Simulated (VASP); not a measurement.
Input of a VASP 6.6.1 run:

Contents of INCAR:

```
SYSTEM = In
PREC     = Accurate       ! precision mode
ENCUT    = 520            ! plane-wave cutoff, eV
EDIFF    = 1E-6           ! SCF threshold, eV
ISMEAR   = 0              ! smearing method
SIGMA    = 0.025          ! smearing width, eV
LREAL    = .FALSE.        ! projectors in reciprocal space
LASPH    = .TRUE.         ! aspherical terms in the spheres
NELM     = 80             ! most SCF steps
ALGO     = Normal         ! electronic algorithm
ISIF     = 2              ! what is computed and relaxed
LWAVE    = .FALSE.        ! write WAVECAR
LCHARG   = .FALSE.        ! write CHGCAR
GGA      = PS             ! functional
IVDW     = 12             ! dispersion correction
NBANDS   = 12             ! bands
```

KPOINTS

```
regular mesh
0
G
  10 10 10
  0 0 0
```

The input POSCAR:

```
In
1.0
   -1.8825252400      1.8825252400      1.8825252400
    1.8825252400     -1.8825252400      1.8825252400
    1.8825252400      1.8825252400     -1.8825252400
In
1
Direct
    0.0000000000      0.0000000000      0.0000000000
```

Potentials or basis: VASP PAW PBE potentials, release 64 (In_d).

Run with:

```bash
$ cat potpaw_PBE.64/In_d/POTCAR > POTCAR
$ mpirun -np 1 vasp_std > vasp.out
```

(1) Estimate the pressure.

(2) Predict the dispersion energy per atom.

Answers

(1) -3.5 GPa.

(2) -0.351 eV.

Caveat: the PAW data sets were made with another functional, which shifts forces and pressure a little; pairwise dispersion overbinds metals, which lowers pressure and volume.
